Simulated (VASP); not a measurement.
Here is a VASP 6.6.1 calculation.

File INCAR:

```
SYSTEM = Mn
ALGO     = Normal         ! electronic algorithm
EDIFF    = 1E-7           ! SCF threshold, eV
EDIFFG   = -0.01          ! ionic threshold
ENCUT    = 600            ! plane-wave cutoff, eV
GGA      = PE             ! functional
IBRION   = 2              ! ionic algorithm
ISIF     = 3              ! what is computed and relaxed
ISMEAR   = 0              ! smearing method
LASPH    = .TRUE.         ! aspherical terms in the spheres
LCHARG   = .FALSE.        ! write CHGCAR
LREAL    = .FALSE.        ! projectors in reciprocal space
LWAVE    = .FALSE.        ! write WAVECAR
NELM     = 100            ! most SCF steps
NSW      = 80             ! ionic steps
PREC     = Accurate       ! precision mode
SIGMA    = 0.1            ! smearing width, eV
```

KPOINTS

```
k-points
0
G
  20 20 20
  0 0 0
```

POSCAR

```
Mn
1.0
    0.0000000000      1.7503659014      1.7503659014
    1.7503659014      0.0000000000      1.7503659014
    1.7503659014      1.7503659014      0.0000000000
Mn
1
Direct
    0.0000000000      0.0000000000      0.0000000000
```

Potentials or basis: VASP PAW PBE potentials, release 64 (Mn_pv).

Launch:

```sh
$ cat potpaw_PBE.64/Mn_pv/POTCAR > POTCAR
$ mpirun -np 1 vasp_std > vasp.out
```

Question: Estimate the relaxed volume.

Answer: 10.74 Å³/atom.

Question: What does it give for the relaxed cell?

Answer: a = 2.476 Å, b = 2.476 Å, c = 2.476 Å, α = 60.00°, β = 60.00°, γ = 60.00°.

Question: Predict the space group after relaxing (to 0.05 Å).

Answer: Fm-3m (No. 225).

Final structure:
```cif
data_structure
_symmetry_space_group_name_H-M 'P 1'
_symmetry_Int_Tables_number 1
_cell_length_a 2.4761
_cell_length_b 2.4761
_cell_length_c 2.4761
_cell_angle_alpha 60.000
_cell_angle_beta 60.000
_cell_angle_gamma 60.000
_cell_volume 10.74
loop_
_atom_site_label
_atom_site_type_symbol
_atom_site_fract_x
_atom_site_fract_y
_atom_site_fract_z
_atom_site_occupancy
Mn1 Mn 0.00000 0.00000 0.00000 1
```

Caveat: the run has no spin polarisation, though such a crystal can be magnetic. Spin polarisation is off, so any magnetic state and its effect on volume and gap are missing.
